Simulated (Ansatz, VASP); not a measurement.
**InAs in VASP and in Ansatz**

```xyz
2
Lattice="0.0000 2.9935 2.9935 2.9935 0.0000 2.9935 2.9935 2.9935 0.0000" Properties=species:S:1:pos:R:3 pbc="T T T"
In    0.0000    0.0000    0.0000
As    1.4967    1.4967    1.4967
```

Change from the starting cell: hydrostatic strain -2.0%.

Alike in both runs: task single point; functional HSE06; k mesh 6 × 6 × 6; occupations fermi-dirac, width 0.02 eV; no spin polarisation.

|  | VASP | Ansatz |
| --- | --- | --- |
| version | VASP 6.6.1 | Ansatz 0.2.0 |
| potentials or method | VASP PAW PBE potentials, release 64 (In_d, As) | plane waves, PAW |
| plane-wave cutoff (eV) | 520 | 420 |
| valence electrons in the cell | 18 | 28 |

Ansatz gave:

| Quantity | Value |
| --- | --- |
| pressure (GPa) | 4.0 |

Question: Estimate VASP's values.

Answer: Pressure (GPa): 3.8.

VASP's potentials hold 18 valence electrons a cell and Ansatz's 28, so a difference there can come from the potentials and not from the codes. Ansatz's warnings: stress exchange threshold loose, stress scf threshold loose.
